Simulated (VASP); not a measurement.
# HfC (Fm-3m) in VASP: further runs, part 2 of 2

VASP 6.6.1. Earlier steps stand in the parts before.

**5. Single point, PBE+D4**

This run uses another cell than the first one, of 12.57 Å³/atom.

Contents of INCAR:

```
PREC = Accurate
ENCUT = 600
EDIFF = 1E-6
ISMEAR = -1
SIGMA = 0.05
LREAL = False
LASPH = True
NELM = 120
ALGO = Normal
ISIF = 2
LWAVE = False
LCHARG = False
GGA = PE
IVDW = 13
NBANDS = 14
GGA_COMPAT = False
```

Contents of KPOINTS:

```
Automatic mesh
0
Gamma
  11 11 11
```

Contents of POSCAR:

```
HfC
1.0
    0.0000000000      2.3250000000      2.3250000000
    2.3250000000      0.0000000000      2.3250000000
    2.3250000000      2.3250000000      0.0000000000
Hf C
1 1
Direct
    0.5000000000      0.5000000000      0.5000000000
    0.0000000000      0.0000000000      0.0000000000
```

Potentials or basis: VASP PAW PBE potentials, release 64 (Hf_pv, C).

Launch:

```sh
$ cat potpaw_PBE.64/Hf_pv/POTCAR potpaw_PBE.64/C/POTCAR > POTCAR
$ mpirun -np 1 vasp_std > vasp.out
```

OUTCAR:

```text
PREC = Accurate
   ENCUT = 600
   EDIFF = 1E-6
   ISMEAR = -1
   LREAL = False
   LASPH = True
   NELM = 120
   ISIF = 2
   GGA = PE
   IVDW = 13

 ion  position               nearest neighbor table
   1  0.500  0.500  0.500-   2 2.33   2 2.33   2 2.33   2 2.33   2 2.33   2 2.33
   2  0.000  0.000  0.000-   1 2.33   1 2.33   1 2.33   1 2.33   1 2.33   1 2.33

  LATTYP: Found a face centered cubic cell.
 ALAT       =     4.6500000000

  Lattice vectors:

 A1 = (   0.0000000000,   2.3250000000,   2.3250000000)
 A2 = (   2.3250000000,   0.0000000000,   2.3250000000)
 A3 = (   2.3250000000,   2.3250000000,   0.0000000000)

Analysis of symmetry for initial positions (statically):
=====================================================================
 Subroutine PRICEL returns:
 Original cell was already a primitive cell.

 Routine SETGRP: Setting up the symmetry group for a
 face centered cubic supercell.

 Subroutine GETGRP returns: Found 48 space group operations
 (whereof 48 operations were pure point group operations)
 out of a pool of 48 trial point group operations.

The static configuration has the point symmetry O_h .

Analysis of symmetry for dynamics (positions and initial velocities):
[... 174 lines left out ...]
      8       7.3438      0.00000
      9       7.3438      0.00000
     10       7.3438      0.00000
     11       9.3430      0.00000
     12       9.3430      0.00000
     13      12.7814      0.00000
     14      16.9540      0.00000
[... 377 lines left out ...]
      1     -23.9958      2.00000
      2     -23.7686      2.00000
      3     -23.6496      2.00000
      4      -4.5039      2.00000
      5       2.3331      2.00000
      6       3.7210      2.00000
      7       4.0805      2.00000
      8       8.6501      0.00000
      9       9.7429      0.00000
     10      10.7314      0.00000
     11      11.6166      0.00000
     12      15.5566      0.00000
     13      15.5807      0.00000
     14      19.7058      0.00000

 [... further k-points ...]

------------------------ aborting loop because EDIFF is reached ----------------------------------------

  DFT-D4 for vdW energy calculation

  Edisp (eV):   -0.49958

  FORCE on cell =-STRESS in cart. coord.  units (eV):
  Direction    XX          YY          ZZ          XY          YZ          ZX
  --------------------------------------------------------------------------------------
  -------------------------------------------------------------------------------------
  Total      -0.62871    -0.62871    -0.62871    -0.00000     0.00000     0.00000
  in kB     -40.07383   -40.07383   -40.07383    -0.00000     0.00000     0.00000
  external pressure =      -40.07 kB  Pullay stress =        0.00 kB

 VOLUME and BASIS-vectors are now :
 -----------------------------------------------------------------------------
  energy-cutoff  :      600.00
  volume of cell :       25.14
      direct lattice vectors                 reciprocal lattice vectors
     0.000000000  2.325000000  2.325000000    -0.215053763  0.215053763  0.215053763
     2.325000000  0.000000000  2.325000000     0.215053763 -0.215053763  0.215053763
     2.325000000  2.325000000  0.000000000     0.215053763  0.215053763 -0.215053763

 POSITION                                       TOTAL-FORCE (eV/Angst)
 -----------------------------------------------------------------------------------
      2.32500      2.32500      2.32500         0.000000      0.000000     -0.000000
      0.00000      0.00000      0.00000        -0.000000     -0.000000      0.000000
 -----------------------------------------------------------------------------------
    total drift:                                0.000000      0.000000      0.000000

  FREE ENERGIE OF THE ION-ELECTRON SYSTEM (eV)
  ---------------------------------------------------
  free  energy   TOTEN  =       -21.5467116433 eV

  energy  without entropy=      -21.5438486450  energy(sigma->0) =      -21.54528014
```

Wall time 21 s (1 thread of Intel Xeon Platinum 8488C (Sapphire Rapids), shared host); peak memory 0.17 GiB.

Results:

* Free energy: -21.5467 eV
* Pressure: -4.0 GPa
* Band gap on the k mesh: zero (bands 7 and 8 overlap by 1.43 eV)
* Dispersion energy per atom: -0.250 eV

Caveat: the cell stands under tension; spin-orbit coupling is left out, which moves the levels of the heavy elements.

**6. Single point, PBE+D4**

This run uses another cell than the first one, of 12.90 Å³/atom.

Contents of INCAR:

```
SYSTEM = HfC
PREC     = Accurate       ! precision mode
ENCUT    = 600            ! plane-wave cutoff, eV
EDIFF    = 1E-6           ! SCF threshold, eV
ISMEAR   = -1             ! smearing method
SIGMA    = 0.05           ! smearing width, eV
LREAL    = .FALSE.        ! projectors in reciprocal space
LASPH    = .TRUE.         ! aspherical terms in the spheres
NELM     = 120            ! most SCF steps
ALGO     = Normal         ! electronic algorithm
ISIF     = 2              ! what is computed and relaxed
LWAVE    = .FALSE.        ! write WAVECAR
LCHARG   = .FALSE.        ! write CHGCAR
GGA      = PE             ! functional
IVDW     = 13             ! dispersion correction
NBANDS   = 14             ! bands
GGA_COMPAT= .FALSE.
```

Contents of KPOINTS:

```
Automatic mesh
0
G
  11 11 11
  0 0 0
```

Contents of POSCAR:

```
HfC
1.0
    0.0000000000      2.3454856370      2.3454856370
    2.3454856370      0.0000000000      2.3454856370
    2.3454856370      2.3454856370      0.0000000000
Hf C
1 1
Direct
    0.5000000000      0.5000000000      0.5000000000
    0.0000000000      0.0000000000      0.0000000000
```

Potentials or basis: VASP PAW PBE potentials, release 64 (Hf_pv, C).

Launch:

```sh
$ cat potpaw_PBE.64/Hf_pv/POTCAR potpaw_PBE.64/C/POTCAR > POTCAR
$ mpirun -np 1 vasp_std > vasp.out
```

Run time: 29 s. Hardware: 1 thread of Intel Xeon Platinum 8488C (Sapphire Rapids), shared host; peak memory 0.18 GiB.

Results (log left out):

```yaml
Free_energy: -21.5182 eV
Pressure: -9.8 GPa
Band_gap_on_the_k_mesh: zero (bands 7 and 8 overlap by 1.41 eV)
Dispersion_energy_per_atom: -0.243 eV
```

Levels at points of the mesh, in eV from the Fermi level:
```tsv
k point	band 4	band 5	band 6	band 7	band 8	band 9	band 10	band 11
(0.00, 0.00, 0.00)	-12.23	0.93	0.93	0.93	1.33	1.33	1.33	3.25
```

Caveat: the cell stands under tension; spin-orbit coupling is left out, which moves the levels of the heavy elements.

**7. Overview**

```tsv
cell	gap on the mesh (eV)	pressure (GPa)
a = 3.198 Å, angles 60.0°, 2 atoms	none	18.7
a = 3.229 Å, angles 60.0°, 2 atoms	none	10.1
a = 3.259 Å, angles 60.0°, 2 atoms	none	2.6
a = 3.288 Å, angles 60.0°, 2 atoms	none	-4.0
a = 3.317 Å, angles 60.0°, 2 atoms	none	-9.8
```

Alike in all rows: task single point; level PBE+D4; potentials or basis VASP PAW PBE potentials, release 64 (Hf_pv, C); no spin polarisation; k mesh 11 × 11 × 11; cutoff (eV) 600; smearing fermi-dirac 0.05 eV.

Caveats: spin-orbit coupling is left out, which moves the levels of the heavy elements; the cell stands under pressure (at least some runs); the cell stands under tension (at least some runs).

Absolute energies hang on the potentials; compare differences alone.
